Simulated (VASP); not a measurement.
# Cl in VASP: a series of runs

Runs on Cl. Level: PBE. Tasks: single point, relaxation of the atoms.

All numbers are computed with VASP 6.6.1; they aren't measurements. Logs are shortened: lines on timing, memory, paths and dates and some standing lists are left out, and cuts for length are marked.

### Step 1. The cell of the first run

The cell holds a disordered packing, 16 atoms: a = 8.143 Å, b = 8.143 Å, c = 8.143 Å, α = 90.00°, β = 90.00°, γ = 90.00°.

### Step 2. Single point, PBE

Contents of INCAR:

```
SYSTEM = Cl
  PREC = Accurate
  ENCUT = 520
  EDIFF = 1E-6
  ISMEAR = -1
  SIGMA = 0.05
  LREAL = Auto
  LASPH = .True.
  NELM = 60
  ALGO = Normal
  ISIF = 2
  LWAVE = .False.
  LCHARG = .False.
  GGA = PE
  NBANDS = 70
```

Contents of KPOINTS:

```
regular mesh
0
Gamma
  1 1 1
  0 0 0
```

Contents of POSCAR:

```
Cl
1.0
    8.1432530000      0.0000000000      0.0000000000
    0.0000000000      8.1432530000      0.0000000000
    0.0000000000      0.0000000000      8.1432530000
Cl
16
Direct
    0.8341997971      0.1380160975      0.6499613852
    0.6084423510      0.0148220865      0.6473088826
    0.8292509148      0.6658272806      0.6245538484
    0.6979397545      0.6515577988      0.4139991721
    1.0144594550      0.1364565242      0.2073864093
    0.8962511665      0.1331900163     -0.0078347068
    0.2829213338      0.7752552942      0.6116474583
    0.2827739725      0.7962419932      0.3559019964
    0.2733305719      0.7749605717      1.0017372664
    0.5298005600      0.7774288727      0.9681143396
    0.4353911146      0.2656555065      0.1722161893
    0.3505355906      0.2684922107     -0.0621741704
    0.1408282415      0.4097748160      0.5562396256
    0.2625732002      0.2015287994      0.5973656965
   -0.1520031368      0.4942987772      0.0743683145
   -0.1347127493      0.7558036082      0.0817977779
```

Potentials or basis: VASP PAW PBE potentials, release 64 (Cl).

Started as:

```sh
$ cat potpaw_PBE.64/Cl/POTCAR > POTCAR
$ mpirun -np 1 vasp_gam > vasp.out
```

OUTCAR:

```text
SYSTEM = Cl
   PREC = Accurate
   ENCUT = 520
   EDIFF = 1E-6
   ISMEAR = -1
   LREAL = Auto
   LASPH = .True.
   NELM = 60
   ISIF = 2
   GGA = PE

 ion  position               nearest neighbor table
   1  0.834  0.138  0.650-   2 2.09
   2  0.608  0.015  0.647-   1 2.09
   3  0.829  0.666  0.625-   4 2.02
   4  0.698  0.652  0.414-   3 2.02
   5  0.014  0.136  0.207-   6 2.00
   6  0.896  0.133  0.992-   5 2.00
[... 8 lines left out ...]
  15  0.848  0.494  0.074-  16 2.14
  16  0.865  0.756  0.082-  15 2.14

  LATTYP: Found a simple cubic cell.
 ALAT       =     8.1432530000

  Lattice vectors:

 A1 = (   8.1432530000,   0.0000000000,   0.0000000000)
 A2 = (   0.0000000000,   8.1432530000,   0.0000000000)
 A3 = (   0.0000000000,   0.0000000000,   8.1432530000)

Analysis of symmetry for initial positions (statically):
=====================================================================
 Subroutine PRICEL returns:
 Original cell was already a primitive cell.

 Routine SETGRP: Setting up the symmetry group for a
 simple cubic supercell.

 Subroutine GETGRP returns: Found  1 space group operations
 (whereof  1 operations were pure point group operations)
 out of a pool of 48 trial point group operations.

The static configuration has the point symmetry C_1 .

Analysis of symmetry for dynamics (positions and initial velocities):
=====================================================================
 Subroutine PRICEL returns:
 Original cell was already a primitive cell.

 Routine SETGRP: Setting up the symmetry group for a
 simple cubic supercell.

 Subroutine GETGRP returns: Found  1 space group operations
 (whereof  1 operations were pure point group operations)
 out of a pool of 48 trial point group operations.

The dynamic configuration has the point symmetry C_1 .

 Subroutine INISYM returns: Found  1 space group operations
 (whereof  1 operations are pure point group operations),
 and found     1 'primitive' translations

----------------------------------------------------------------------------------------

                                     Primitive cell

  volume of cell :     540.0000

  direct lattice vectors                    reciprocal lattice vectors
     8.143253000  0.000000000  0.000000000     0.122801048  0.000000000  0.000000000
     0.000000000  8.143253000  0.000000000     0.000000000  0.122801048  0.000000000
     0.000000000  0.000000000  8.143253000     0.000000000  0.000000000  0.122801048

  length of vectors
     8.143253000  8.143253000  8.143253000     0.122801048  0.122801048  0.122801048

  position of ions in fractional coordinates (direct lattice)
     0.834199797  0.138016097  0.649961385
     0.608442351  0.014822086  0.647308883
     0.829250915  0.665827281  0.624553848
     0.697939754  0.651557799  0.413999172
     0.014459455  0.136456524  0.207386409
     0.896251167  0.133190016  0.992165293
[... 8 lines left out ...]
     0.847996863  0.494298777  0.074368314
     0.865287251  0.755803608  0.081797778

  ion indices of the primitive-cell ions
   primitive index   ion index
                 1           1
                 2           2
                 3           3
                 4           4
                 5           5
                 6           6
[... 8 lines left out ...]
                15          15
                16          16

----------------------------------------------------------------------------------------

 KPOINTS: regular mesh

Automatic generation of k-mesh.
 Grid dimensions read from file:
 generate k-points for:    1    1    1

 Generating k-lattice:

  Cartesian coordinates                     Fractional coordinates (reciprocal lattice)
     0.122801048  0.000000000  0.000000000     1.000000000  0.000000000  0.000000000
     0.000000000  0.122801048  0.000000000     0.000000000  1.000000000  0.000000000
     0.000000000  0.000000000  0.122801048     0.000000000  0.000000000  1.000000000

  Length of vectors
     0.122801048  0.122801048  0.122801048

  Shift w.r.t. Gamma in fractional coordinates (k-lattice)
     0.000000000  0.000000000  0.000000000

 Subroutine IBZKPT returns following result:
 ===========================================

 Found      1 irreducible k-points:

 Following reciprocal coordinates:
            Coordinates               Weight
  0.000000  0.000000  0.000000      1.000000
   k-points           NKPTS =      1   k-points in BZ     NKDIM =      1   number of bands    NBANDS=     70
   number of dos      NEDOS =    301   number of ions     NIONS =     16
   total plane-waves  NPLWV = 262144
   dimension x,y,z NGX =    64 NGY =   64 NGZ =   64
   dimension x,y,z NGXF=   128 NGYF=  128 NGZF=  128
   ions per type =              16
   NGX,Y,Z   is equivalent  to a cutoff of  13.07, 13.07, 13.07 a.u.
   NGXF,Y,Z  is equivalent  to a cutoff of  26.13, 26.13, 26.13 a.u.
 SYSTEM =  Cl
   PREC   = accura    normal or accurate (medium, high low for compatibility)
   ISTART =      0    job   : 0-new  1-cont  2-samecut
   ICHARG =      2    charge: 1-file 2-atom 10-const
   ISPIN  =      1    spin polarized calculation?
   LNONCOLLINEAR =      F non collinear calculations
   LSORBIT =      F    spin-orbit coupling
   LASPH  =      T    aspherical Exc in radial PAW
   ENCUT  =  520.0 eV  38.22 Ry    6.18 a.u.  15.14 15.14 15.14*2*pi/ulx,y,z
   NELM   =     60;   NELMIN=  2; NELMDL= -5     # of ELM steps
   EDIFF  = 0.1E-05   stopping-criterion for ELM
   LREAL  =      T    real-space projection
   EDIFFG = 0.1E-04   stopping-criterion for IOM
   NSW    =      0    number of steps for IOM
   IBRION =     -1    ionic relax: 0-MD 1-quasi-New 2-CG
   NFREE  =      0    steps in history (QN), initial steepest desc. (CG)
   ISIF   =      2    stress and relaxation
   ISYM   =      2    0-nonsym 1-usesym 2-fastsym
   POTIM  = 0.5000    time-step for ionic-motion
   TEBEG  =    0.0;   TEEND  =   0.0 temperature during run
   PSTRESS=    0.0 pullay stress
   NELECT =     112.0000    total number of electrons
   NUPDOWN=      -1.0000    fix difference up-down
   EMIN   =  10.00;   EMAX   =-10.00  energy-range for DOS
   EFERMI =   0.00;   METHOD = LEGACY
   ISMEAR =    -1;   SIGMA  =   0.05  broadening in eV -4-tet -1-fermi 0-gaus
   EFERMI_NEDOS =   21; number of points for ismear=-14 and -15
   IALGO  =     38    algorithm
   IMIX   =      4    mixing-type and parameters
     AMIX     =   0.40;   BMIX     =  1.00
     AMIX_MAG =   1.60;   BMIX_MAG =  1.00
  volume/ion in A,a.u.               =      33.75       227.76
  Fermi-wavevector in a.u.,A,eV,Ry     =   0.969058  1.831253 12.776858  0.939073
  Thomas-Fermi vector in A             =   2.099079
   LORBIT       =      0    0 simple, 1 ext, 2 COOP (PROOUT), +10 PAW based schemes
   GGA     = PE    functional components
   LHFCALC =     F    Hartree Fock is set to
   AEXX    =    0.0000 exact exchange contribution
   IVDW    =     0    specifies the selected vdW correction
   LEPSILON=     F    determine dielectric tensor
   LRPA    =     F    only Hartree local field effects (RPA)
 non-spin polarized calculation
  energy-cutoff  :      520.00
  volume of cell :      540.00
 maximum number of plane-waves:      7266
 NGX is ok and might be reduce to    64
   NGX = 31   NGY = 31   NGZ = 31

 number of electron     112.0000004 magnetization

 Free energy of the ion-electron system (eV)
  ---------------------------------------------------
  ext. energy  EPLUGINS =         0.00000000
  ---------------------------------------------------
  free energy    TOTEN  =       -29.41641993 eV

  energy without entropy =      -29.41641989  energy(sigma->0) =      -29.41641991

 E-fermi :  -0.4801     XC(G=0):  -6.9930

 val. band max:       -1.4232734217   @ k =   0.0000   0.0000   0.0000
 cond. band min:       0.4581207430   @ k =   0.0000   0.0000   0.0000
 fundamental gap:      1.8813941646
 Fermi energy:        -0.4801240502

 k-point     1 :       0.0000    0.0000    0.0000
  band No.  band energies     occupation
      1     -18.3065      2.00000
      2     -18.2347      2.00000
      3     -17.8048      2.00000
      4     -17.6480      2.00000
      5     -17.6047      2.00000
      6     -17.4200      2.00000
[... 60 lines left out ...]
     67       6.6160      0.00000
     68       6.8000      0.00000
 [bands above 68 left out]

------------------------ aborting loop because EDIFF is reached ----------------------------------------

  FORCE on cell =-STRESS in cart. coord.  units (eV):
  Direction    XX          YY          ZZ          XY          YZ          ZX
  --------------------------------------------------------------------------------------
  -------------------------------------------------------------------------------------
  Total       -2.4937784     -1.5620175     -1.5944980     -2.3154241     -0.4223173      0.7902968
  in kB       -7.3990277     -4.6344978     -4.7308675     -6.8698515     -1.2530131      2.3448065
  external PRESSURE =      -5.5881310 kB  Pullay stress =       0.0000000 kB

 VOLUME and BASIS-vectors are now :
 -----------------------------------------------------------------------------
  energy-cutoff  :      520.00
  volume of cell :      540.00
      direct lattice vectors                 reciprocal lattice vectors
     8.143253000  0.000000000  0.000000000     0.122801048  0.000000000  0.000000000
     0.000000000  8.143253000  0.000000000     0.000000000  0.122801048  0.000000000
     0.000000000  0.000000000  8.143253000     0.000000000  0.000000000  0.122801048

 POSITION                                       TOTAL-FORCE (eV/Angst)
 -----------------------------------------------------------------------------------
      6.79310      1.12390      5.29280        -1.174363     -0.527347     -0.221849
      4.95470      0.12070      5.27120         1.047898      0.629262     -0.190568
      6.75280      5.42200      5.08590        -0.203795     -0.147409     -0.426204
      5.68350      5.30580      3.37130         0.191159     -0.056479      0.875700
      0.11775      1.11120      1.68880         0.058853     -0.057248      0.715700
      7.29840      1.08460      8.07945        -0.216137      0.081198     -0.044849
[... 8 lines left out ...]
      6.90545      4.02520      0.60560         0.288619      0.935687     -0.338050
      7.04625      6.15470      0.66610         0.242739     -0.914654     -1.012641
 -----------------------------------------------------------------------------------
    total drift:                               -0.001965     -0.000261      0.001465

  FREE ENERGIE OF THE ION-ELECTRON SYSTEM (eV)
  ---------------------------------------------------
  free  energy   TOTEN  =       -29.4164199273 eV

  energy  without entropy=      -29.4164198864  energy(sigma->0) =      -29.41641991
```

Run time: 1.9 min. Hardware: 1 thread of Intel Xeon 8259CL, shared host; peak memory 0.52 GiB.

Results:

```yaml
Free_energy: -29.4164 eV
Pressure: -0.6 GPa
Largest_force: 1.386 eV/Å
```

Forces in eV/Å, atoms in the order of the input:
```
Cl  -1.174 -0.527 -0.222
Cl   1.048  0.629 -0.191
Cl  -0.204 -0.147 -0.426
Cl   0.191 -0.056  0.876
Cl   0.059 -0.057  0.716
Cl  -0.216  0.081 -0.045
Cl  -0.024  0.419 -0.103
Cl  -0.080 -0.209  0.113
Cl   0.497  0.036 -0.224
Cl  -0.699 -0.093  0.741
Cl  -0.100  0.056 -0.120
Cl   0.151 -0.136  0.276
Cl  -0.275  0.295  0.021
Cl   0.295 -0.310 -0.061
Cl   0.289  0.936 -0.338
Cl   0.243 -0.915 -1.013
```

Caveat: the k points lie up to 0.77 Å⁻¹ apart.

### Step 3. Single point, PBE

Contents of INCAR:

```
SYSTEM = Cl
  ALGO = Normal
  EDIFF = 1E-6
  ENCUT = 520
  GGA = PE
  ISIF = 2
  ISMEAR = -1
  LASPH = .TRUE.
  LCHARG = .TRUE.
  LELF = .TRUE.
  LREAL = Auto
  LVHAR = .TRUE.
  LWAVE = .FALSE.
  NBANDS = 70
  NELM = 80
  PREC = Accurate
  SIGMA = 0.05
```

Contents of KPOINTS:

```
k-points
0
G
  1 1 1
  0 0 0
```

Contents of POSCAR:

```
Cl
1.0
    8.1432530000      0.0000000000      0.0000000000
    0.0000000000      8.1432530000      0.0000000000
    0.0000000000      0.0000000000      8.1432530000
Cl
16
Direct
    0.7236297337      0.2438583205      0.6026461415
    0.7650505271      0.0017437749      0.6015040918
    1.0054581382      0.6479106077      0.6419670370
    0.7464216082      0.6266537464      0.6250573327
    0.9391332923      0.1481226237      0.1938168936
    0.7562334119      0.1419702912      0.0168974242
    0.3653945174      0.7529423438      0.6415003930
    0.4477940204      0.6990449640      0.3914037793
    0.1794000506      0.7869459539      1.0248115833
    0.4371962900      0.8112114409      1.0461175651
    0.2846405484      0.2438583205     -0.0969268669
    0.3805358866      0.3771342976      0.0795750789
    0.1633990741      0.2705675484      0.3907897741
    0.3867004992      0.1885732888      0.5019615625
   -0.2092038648      0.5399439266      0.1631780322
   -0.2197647549      0.7788165246      0.0683019427
```

Potentials or basis: VASP PAW PBE potentials, release 64 (Cl).

Started as:

```sh
$ cat potpaw_PBE.64/Cl/POTCAR > POTCAR
$ mpirun -np 1 vasp_gam > vasp.out
```

OUTCAR:

```text
SYSTEM = Cl
   EDIFF = 1E-6
   ENCUT = 520
   GGA = PE
   ISIF = 2
   ISMEAR = -1
   LASPH = .TRUE.
   LREAL = Auto
   NELM = 80
   PREC = Accurate

 ion  position               nearest neighbor table
   1  0.724  0.244  0.603-   2 2.00
   2  0.765  0.002  0.602-   1 2.00
   3  0.005  0.648  0.642-   4 2.12
   4  0.746  0.627  0.625-   3 2.12
   5  0.939  0.148  0.194-   6 2.07  13 2.63
   6  0.756  0.142  0.017-   5 2.07
   7  0.365  0.753  0.642-   8 2.19
   8  0.448  0.699  0.391-   7 2.19
   9  0.179  0.787  0.025-  10 2.12
  10  0.437  0.811  0.046-   9 2.12
  11  0.285  0.244  0.903-  12 1.96
  12  0.381  0.377  0.080-  11 1.96
  13  0.163  0.271  0.391-  14 2.14   5 2.63
  14  0.387  0.189  0.502-  13 2.14
  15  0.791  0.540  0.163-  16 2.09
  16  0.780  0.779  0.068-  15 2.09

  LATTYP: Found a simple cubic cell.
 ALAT       =     8.1432530000

  Lattice vectors:

 A1 = (   8.1432530000,   0.0000000000,   0.0000000000)
 A2 = (   0.0000000000,   8.1432530000,   0.0000000000)
 A3 = (   0.0000000000,   0.0000000000,   8.1432530000)

Analysis of symmetry for initial positions (statically):
=====================================================================
 Subroutine PRICEL returns:
 Original cell was already a primitive cell.

 Routine SETGRP: Setting up the symmetry group for a
 simple cubic supercell.

 Subroutine GETGRP returns: Found  1 space group operations
 (whereof  1 operations were pure point group operations)
 out of a pool of 48 trial point group operations.

The static configuration has the point symmetry C_1 .

Analysis of symmetry for dynamics (positions and initial velocities):
=====================================================================
 Subroutine PRICEL returns:
[... 134 lines left out ...]
  volume/ion in A,a.u.               =      33.75       227.76
  Fermi-wavevector in a.u.,A,eV,Ry     =   0.969058  1.831253 12.776858  0.939073
  Thomas-Fermi vector in A             =   2.099079
   LORBIT       =      0    0 simple, 1 ext, 2 COOP (PROOUT), +10 PAW based schemes
   GGA     = PE    functional components
   LHFCALC =     F    Hartree Fock is set to
   AEXX    =    0.0000 exact exchange contribution
   IVDW    =     0    specifies the selected vdW correction
   LEPSILON=     F    determine dielectric tensor
   LRPA    =     F    only Hartree local field effects (RPA)
 non-spin polarized calculation
  energy-cutoff  :      520.00
  volume of cell :      540.00
 maximum number of plane-waves:      7266
 NGX is ok and might be reduce to    64
   NGX = 31   NGY = 31   NGZ = 31

 number of electron     112.0000011 magnetization

 Free energy of the ion-electron system (eV)
  ---------------------------------------------------
  ext. energy  EPLUGINS =         0.00000000
  ---------------------------------------------------
  free energy    TOTEN  =       -29.21203244 eV

  energy without entropy =      -29.21202674  energy(sigma->0) =      -29.21202959

 E-fermi :  -0.5175     XC(G=0):  -6.9956

 val. band max:       -1.1738756001   @ k =   0.0000   0.0000   0.0000
 cond. band min:       0.1433106514   @ k =   0.0000   0.0000   0.0000
 fundamental gap:      1.3171862515
 Fermi energy:        -0.5175463979

 k-point     1 :       0.0000    0.0000    0.0000
  band No.  band energies     occupation
      1     -18.0822      2.00000
      2     -18.0213      2.00000
      3     -17.9561      2.00000
      4     -17.6687      2.00000
      5     -17.4205      2.00000
      6     -17.2963      2.00000
[... 60 lines left out ...]
     67       6.5096      0.00000
     68       6.5613      0.00000
 [bands above 68 left out]

------------------------ aborting loop because EDIFF is reached ----------------------------------------

  FORCE on cell =-STRESS in cart. coord.  units (eV):
  Direction    XX          YY          ZZ          XY          YZ          ZX
  --------------------------------------------------------------------------------------
  -------------------------------------------------------------------------------------
  Total       -6.6100610     -2.1414199     -1.0705732      0.4662997      0.7427427     -0.2551995
  in kB      -19.6120171     -6.3535819     -3.1763851      1.3835089      2.2037139     -0.7571755
  external PRESSURE =      -9.7139947 kB  Pullay stress =       0.0000000 kB

 VOLUME and BASIS-vectors are now :
 -----------------------------------------------------------------------------
  energy-cutoff  :      520.00
  volume of cell :      540.00
      direct lattice vectors                 reciprocal lattice vectors
     8.143253000  0.000000000  0.000000000     0.122801048  0.000000000  0.000000000
     0.000000000  8.143253000  0.000000000     0.000000000  0.122801048  0.000000000
     0.000000000  0.000000000  8.143253000     0.000000000  0.000000000  0.122801048

 POSITION                                       TOTAL-FORCE (eV/Angst)
 -----------------------------------------------------------------------------------
      5.89270      1.98580      4.90750         0.218650      0.777417      0.005639
      6.23000      0.01420      4.89820         0.006053     -0.851077      0.059366
      0.04445      5.27610      5.22770        -0.780889     -0.075498     -0.156369
      6.07830      5.10300      5.09000         1.095123      0.289732      0.179032
      7.64760      1.20620      1.57830        -0.196649     -0.022138     -0.224124
      6.15820      1.15610      0.13760         0.251633     -0.077538      0.407332
[... 8 lines left out ...]
      6.43965      4.39690      1.32880        -0.085234      0.830270     -0.627620
      6.35365      6.34210      0.55620         0.303671     -0.667799      0.307976
 -----------------------------------------------------------------------------------
    total drift:                                0.000869     -0.004337     -0.001351

  FREE ENERGIE OF THE ION-ELECTRON SYSTEM (eV)
  ---------------------------------------------------
  free  energy   TOTEN  =       -29.2120324448 eV

  energy  without entropy=      -29.2120267441  energy(sigma->0) =      -29.21202959
```

stdout:

```text
POSCAR found type information on POSCAR Cl
 POSCAR found :  1 types and      16 ions
 scaLAPACK will be used
 LDA part: xc-table for (Slater+PW92), standard interpolation
 POSCAR, INCAR and KPOINTS ok, starting setup
 FFT: planning ... GRIDC
 FFT: planning ... GRID_SOFT
 FFT: planning ... GRID
 WAVECAR not read
 entering main loop
```

Wall time 1.8 min (1 thread of Intel Xeon 8259CL, shared host); peak memory 0.52 GiB.

Results:

```
Free energy   : -29.2120 eV
Pressure      : -1.0 GPa
Largest force : 1.693 eV/Å
```

Forces in eV/Å, atoms in the order of the input:
```
Cl   0.219  0.777  0.006
Cl   0.006 -0.851  0.059
Cl  -0.781 -0.075 -0.156
Cl   1.095  0.290  0.179
Cl  -0.197 -0.022 -0.224
Cl   0.252 -0.078  0.407
Cl   0.734 -0.788 -1.147
Cl  -1.029  0.696  1.150
Cl   0.244  0.187  0.368
Cl  -0.499 -0.484 -0.326
Cl  -0.182 -0.326 -0.416
Cl   0.344  0.352  0.203
Cl   0.833 -0.613  0.975
Cl  -1.257  0.773 -0.758
Cl  -0.085  0.830 -0.628
Cl   0.304 -0.668  0.308
```

Stress tensor (GPa, compression positive):
```
-1.96  0.14 -0.08
 0.14 -0.64  0.22
-0.08  0.22 -0.32
```

Caveat: the k points lie up to 0.77 Å⁻¹ apart; the atoms stand as in a frame of molecular dynamics.

[end of part 1 of 2]
